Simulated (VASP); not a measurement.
# H6C2O in VASP: notebook

Runs on H6C2O. Level: PBE+D3(BJ). Tasks: single point.

All numbers are computed with VASP 6.6.1; they aren't measurements. Logs are shortened: lines on timing, memory, paths and dates and some standing lists are left out, and cuts for length are marked.

## Step 1: The cell of the first run

The cell holds a disordered packing, 36 atoms: a = 7.042 Å, b = 7.042 Å, c = 7.042 Å, α = 90.00°, β = 90.00°, γ = 90.00°.

## Step 2: Single point, PBE+D3(BJ)

INCAR reads:

```
  PREC = Accurate
  ENCUT = 520
  EDIFF = 1E-6
  ISMEAR = -1
  SIGMA = 0.05
  LREAL = Auto
  LASPH = True
  NELM = 60
  ALGO = Normal
  ISIF = 2
  LWAVE = False
  LCHARG = True
  GGA = PE
  IVDW = 12
  LELF = True
  LVHAR = True
  NBANDS = 64
```

KPOINTS reads:

```
regular mesh
0
Gamma
  1 1 1
```

POSCAR reads:

```
H6C2O
1.0
    7.0419250000      0.0000000000      0.0000000000
    0.0000000000      7.0419250000      0.0000000000
    0.0000000000      0.0000000000      7.0419250000
C O H
8 4 24
Direct
    0.4567359067      0.3213183895     -0.0369785250
    0.6455763161      0.1923479730     -0.0012354576
    1.0571541162      0.9387205913      0.1421628319
    0.8743063864      0.8253993049      0.1768550503
    0.4939558430      0.6689222052      0.5018798127
    0.3822960341      0.8509036947      0.5443397935
    0.9488882656      0.3417531428      0.6220316178
    1.0468302346      0.4731092705      0.7581307668
    0.6752841020      0.0346212151     -0.1267551131
    0.9169935778      0.6663802866      0.2850924996
    0.3535680940      0.8475949403      0.7654867100
    1.0296190317      0.6612538475      0.6807371564
    0.7989860727      0.0457545344     -0.1891386233
    0.7815334585      0.2697273828     -0.0205341579
    0.6474792049      0.1226937237      0.1432562829
    0.4257926632      0.3967523085      0.1084078572
    0.4989402756      0.4368549793     -0.1287148045
    0.3309038367      0.2534676243     -0.1006968975
    0.9985195809      0.7105869489      0.3800949314
    0.7921839554      0.9073939299      0.2737177689
    0.8002357310      0.7964299535      0.0360980840
    1.0370459782      1.0709571602      0.0572286697
    1.1096539654      0.9954806392      0.2821529624
    1.1718102649      0.8479073549      0.0753203137
    0.4703543420      0.8902821317      0.8241354459
    0.4731518725      0.9748896786      0.5057707942
    0.2325358478      0.8696201678      0.4992668908
    0.4910873092      0.6328383219      0.3442950614
    0.6481466360      0.6775136060      0.5391423510
    0.4187349340      0.5627012500      0.5929344604
    1.1491176063      0.7154009735      0.7284229809
    0.9729725892      0.4694739010      0.8920998165
    1.1772491187      0.4257500612      0.8017694025
    1.0137426911      0.2087497382      0.5799124529
    0.8018120045      0.2885432605      0.6881357015
    0.9135570174      0.4114925961      0.4877643542
```

Potentials or basis: VASP PAW PBE potentials, release 64 (C, O, H).

Started as:

```bash
$ cat potpaw_PBE.64/C/POTCAR potpaw_PBE.64/O/POTCAR potpaw_PBE.64/H/POTCAR > POTCAR
$ mpirun -np 1 vasp_gam > vasp.out
```

OUTCAR:

```text
PREC = Accurate
   ENCUT = 520
   EDIFF = 1E-6
   ISMEAR = -1
   LREAL = Auto
   LASPH = True
   NELM = 60
   ISIF = 2
   GGA = PE
   IVDW = 12
 IVDW          = 12

 ion  position               nearest neighbor table
   1  0.457  0.321  0.963-  17 1.08  18 1.10  16 1.17   2 1.63
   2  0.646  0.192  0.999-  14 1.11  15 1.13   9 1.43   1 1.63
   3  0.057  0.939  0.142-  22 1.12  23 1.13  24 1.13   4 1.53
   4  0.874  0.825  0.177-  20 1.06  21 1.14  10 1.39   3 1.53
   5  0.494  0.669  0.502-  30 1.12  29 1.12  28 1.14   6 1.53
   6  0.382  0.851  0.544-  27 1.11  26 1.12   5 1.53  11 1.57
   7  0.949  0.342  0.622-  34 1.08  36 1.09  35 1.20   8 1.50
   8  0.047  0.473  0.758-  33 1.02  32 1.08  12 1.44   7 1.50
   9  0.675  0.035  0.873-  13 0.98   2 1.43
  10  0.917  0.666  0.285-  19 0.93   4 1.39
  11  0.354  0.848  0.765-  25 0.97   6 1.57
  12  0.030  0.661  0.681-  31 0.98   8 1.44
  13  0.799  0.046  0.811-   9 0.98
  14  0.782  0.270  0.979-   2 1.11
  15  0.647  0.123  0.143-   2 1.13
  16  0.426  0.397  0.108-   1 1.17
  17  0.499  0.437  0.871-   1 1.08
  18  0.331  0.253  0.899-   1 1.10
[... 16 lines left out ...]
  35  0.802  0.289  0.688-   7 1.20
  36  0.914  0.411  0.488-   7 1.09

  LATTYP: Found a simple cubic cell.
 ALAT       =     7.0419250000

  Lattice vectors:

 A1 = (   7.0419250000,   0.0000000000,   0.0000000000)
 A2 = (   0.0000000000,   7.0419250000,   0.0000000000)
 A3 = (   0.0000000000,   0.0000000000,   7.0419250000)

Analysis of symmetry for initial positions (statically):
=====================================================================
 Subroutine PRICEL returns:
 Original cell was already a primitive cell.

 Routine SETGRP: Setting up the symmetry group for a
 simple cubic supercell.

 Subroutine GETGRP returns: Found  1 space group operations
 (whereof  1 operations were pure point group operations)
 out of a pool of 48 trial point group operations.

The static configuration has the point symmetry C_1 .

Analysis of symmetry for dynamics (positions and initial velocities):
=====================================================================
 Subroutine PRICEL returns:
 Original cell was already a primitive cell.

 Routine SETGRP: Setting up the symmetry group for a
 simple cubic supercell.

 Subroutine GETGRP returns: Found  1 space group operations
 (whereof  1 operations were pure point group operations)
 out of a pool of 48 trial point group operations.

The dynamic configuration has the point symmetry C_1 .

 Subroutine INISYM returns: Found  1 space group operations
 (whereof  1 operations are pure point group operations),
 and found     1 'primitive' translations

----------------------------------------------------------------------------------------

                                     Primitive cell

  volume of cell :     349.2000

  direct lattice vectors                    reciprocal lattice vectors
     7.041925000  0.000000000  0.000000000     0.142006625  0.000000000  0.000000000
     0.000000000  7.041925000  0.000000000     0.000000000  0.142006625  0.000000000
     0.000000000  0.000000000  7.041925000     0.000000000  0.000000000  0.142006625

  length of vectors
     7.041925000  7.041925000  7.041925000     0.142006625  0.142006625  0.142006625

  position of ions in fractional coordinates (direct lattice)
     0.456735907  0.321318390  0.963021475
     0.645576316  0.192347973  0.998764542
     0.057154116  0.938720591  0.142162832
     0.874306386  0.825399305  0.176855050
     0.493955843  0.668922205  0.501879813
     0.382296034  0.850903695  0.544339794
[... 28 lines left out ...]
     0.801812005  0.288543260  0.688135702
     0.913557017  0.411492596  0.487764354

  ion indices of the primitive-cell ions
   primitive index   ion index
                 1           1
                 2           2
                 3           3
                 4           4
                 5           5
                 6           6
[... 28 lines left out ...]
                35          35
[... 49 lines left out ...]
   TEBEG  =    0.0;   TEEND  =   0.0 temperature during run
   PSTRESS=    0.0 pullay stress
   NELECT =      80.0000    total number of electrons
   NUPDOWN=      -1.0000    fix difference up-down
   EMIN   =  10.00;   EMAX   =-10.00  energy-range for DOS
   EFERMI =   0.00;   METHOD = LEGACY
   ISMEAR =    -1;   SIGMA  =   0.05  broadening in eV -4-tet -1-fermi 0-gaus
   EFERMI_NEDOS =   21; number of points for ismear=-14 and -15
   IALGO  =     38    algorithm
   IMIX   =      4    mixing-type and parameters
     AMIX     =   0.40;   BMIX     =  1.00
     AMIX_MAG =   1.60;   BMIX_MAG =  1.00
  volume/ion in A,a.u.               =       9.70        65.46
  Fermi-wavevector in a.u.,A,eV,Ry     =   1.001721  1.892978 13.652697  1.003445
  Thomas-Fermi vector in A             =   2.134161
   LORBIT       =      0    0 simple, 1 ext, 2 COOP (PROOUT), +10 PAW based schemes
   GGA     = PE    functional components
   LHFCALC =     F    Hartree Fock is set to
   AEXX    =    0.0000 exact exchange contribution
   IVDW    =    12    specifies the selected vdW correction
   LEPSILON=     F    determine dielectric tensor
   LRPA    =     F    only Hartree local field effects (RPA)
 non-spin polarized calculation
  energy-cutoff  :      520.00
  volume of cell :      349.20
 maximum number of plane-waves:      4718
 NGX is ok and might be reduce to    54
   NGX = 27   NGY = 27   NGZ = 27

 number of electron      79.9999997 magnetization

 Free energy of the ion-electron system (eV)
  ---------------------------------------------------
  ext. energy  EPLUGINS =         0.00000000
  ---------------------------------------------------
  free energy    TOTEN  =      -185.74432107 eV

  energy without entropy =     -185.74432107  energy(sigma->0) =     -185.74432107

 E-fermi :  -1.0646     XC(G=0):  -6.8909

 val. band max:       -2.3513374468   @ k =   0.0000   0.0000   0.0000
 cond. band min:       2.4051496088   @ k =   0.0000   0.0000   0.0000
 fundamental gap:      4.7564870556
 Fermi energy:        -1.0646440164

 k-point     1 :       0.0000    0.0000    0.0000
  band No.  band energies     occupation
      1     -22.5342      2.00000
      2     -22.3423      2.00000
      3     -21.9125      2.00000
      4     -21.0869      2.00000
      5     -15.0914      2.00000
      6     -14.9451      2.00000
[... 44 lines left out ...]
     51       5.6900      0.00000
     52       5.9124      0.00000
 [bands above 52 left out]

------------------------ aborting loop because EDIFF is reached ----------------------------------------

 Edisp (eV)   -1.47728

 E8    (eV) :    -0.3260

  FORCE on cell =-STRESS in cart. coord.  units (eV):
  Direction    XX          YY          ZZ          XY          YZ          ZX
  --------------------------------------------------------------------------------------
  -------------------------------------------------------------------------------------
  Total      -2.50416     4.65932    -5.00567     2.17647    -0.12988     2.63908
  in kB     -11.48944    21.37762   -22.96671     9.98593    -0.59590    12.10848
  external pressure =       -4.36 kB  Pullay stress =        0.00 kB

 VOLUME and BASIS-vectors are now :
 -----------------------------------------------------------------------------
  energy-cutoff  :      520.00
  volume of cell :      349.20
      direct lattice vectors                 reciprocal lattice vectors
     7.041925000  0.000000000  0.000000000     0.142006625  0.000000000  0.000000000
     0.000000000  7.041925000  0.000000000     0.000000000  0.142006625  0.000000000
     0.000000000  0.000000000  7.041925000     0.000000000  0.000000000  0.142006625

 POSITION                                       TOTAL-FORCE (eV/Angst)
 -----------------------------------------------------------------------------------
      3.21630      2.26270      6.78153         1.860457     -0.002203      2.030699
      4.54610      1.35450      7.03323        -0.414852      0.036043      0.553926
      0.40247      6.61040      1.00110         0.773172      0.479445     -0.061164
      6.15680      5.81240      1.24540         0.753526      0.842919     -1.428623
      3.47840      4.71050      3.53420        -0.714361     -0.177864     -0.822876
      2.69210      5.99200      3.83320         1.132236      0.307639      2.401079
[... 28 lines left out ...]
      5.64630      2.03190      4.84580         1.748524      0.965054     -1.143895
      6.43320      2.89770      3.43480        -0.081026      0.199118      0.063220
 -----------------------------------------------------------------------------------
    total drift:                                0.035494     -0.010252     -0.009878

  FREE ENERGIE OF THE ION-ELECTRON SYSTEM (eV)
  ---------------------------------------------------
  free  energy   TOTEN  =      -187.2216012190 eV

  energy  without entropy=     -187.2216012190  energy(sigma->0) =     -187.22160122
```

Run time: 65 s. Hardware: 1 thread of AMD EPYC 7R43 (Zen 3), shared host; peak memory 0.32 GiB.

What came out:

```
Free energy                : -187.2216 eV
Pressure                   : -0.4 GPa
Largest force              : 3.384 eV/Å
Band gap on the k mesh     : 4.76 eV
Dispersion energy per atom : -0.041 eV
```

Forces in eV/Å, atoms in the order of the input:
```
C    1.860 -0.002  2.031
C   -0.415  0.036  0.554
C    0.773  0.479 -0.061
C    0.754  0.843 -1.429
C   -0.714 -0.178 -0.823
C    1.132  0.308  2.401
C   -2.975 -1.539  0.370
C   -3.235  0.360 -0.925
O   -0.536 -0.493 -0.960
O   -0.855 -2.556 -1.632
O   -0.726  0.067 -2.294
O    1.078 -0.221  0.565
H   -0.446 -0.034  0.109
H   -0.749  0.738  0.668
H   -0.313  0.884 -0.530
H    0.015 -1.119 -1.634
H    0.088  0.361 -0.493
H    0.488 -0.430  0.527
H    1.282  0.187  2.040
H   -1.413  1.227  0.042
H    0.442 -0.251  1.381
H    0.007 -0.574  0.038
H   -0.101 -0.388 -0.640
H   -0.759  0.640  0.371
H    0.793  0.328  0.053
H   -0.665 -0.030  0.225
H    0.814 -0.401 -0.340
H   -0.165  0.044  1.108
H   -0.794  0.147  0.082
H    0.625 -0.157 -0.792
H   -0.047  0.921  0.124
H   -0.736  0.164  0.865
H    2.980 -0.184 -0.072
H    0.845 -0.342  0.152
H    1.749  0.965 -1.144
H   -0.081  0.199  0.063
```

Levels at points of the mesh, in eV from the valence-band top:
```tsv
k point	band 38	band 39	band 40	band 41	band 42	band 43
(0.00, 0.00, 0.00)	-0.55	-0.32	0.00	4.76	5.98	6.09
```

Caveat: the k points lie up to 0.89 Å⁻¹ apart, too coarse for converged energies, forces and pressures.

[end of part 1 of 2]
